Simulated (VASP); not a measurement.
# Pt: single point with LDA

The system is Pt.

```
Pt
1.0
     4.12104    0.00000   -0.00352
     0.00000    4.12105    0.00000
    -2.06208    0.00000    1.77719
Pt
2
Direct
  0.00000 0.00000 0.00000
  0.50000 0.50000 0.00000
```

- Program: VASP 6.6.1
- Task: single point
- Functional: LDA
- Potentials or basis: VASP PAW LDA potentials, release 64 (Pt)
- Cutoff: 520 eV
- k mesh: 9 × 9 × 19
- Occupations: gaussian, width 0.1 eV
- Spin: no spin polarisation

```json
{
  "Pressure": "-4.0 GPa",
  "Band gap on the k mesh": "zero (bands 10 and 11 overlap by 1.78 eV)"
}
```

Stress tensor (GPa, compression positive):
```
-6.38  0.00  0.05
 0.00 -6.26  0.00
 0.05  0.00  0.68
```

Levels at points of the mesh, in eV from the Fermi level:
| k point | band 7 | band 8 | band 9 | band 10 | band 11 | band 12 | band 13 | band 14 |
| --- | --- | --- | --- | --- | --- | --- | --- | --- |
| (0.00, 0.00, 0.00) | -2.53 | -0.81 | -0.14 | -0.07 | 0.98 | 1.05 | 7.84 | 11.97 |

Run time: 4.3 min on 1 thread of Intel(R) Xeon(R) Platinum 8488C (Sapphire Rapids) (shared host), peak memory 0.41 GiB.

Caveat: the cell stands under tension; spin-orbit coupling is left out, which moves the levels of the heavy elements.
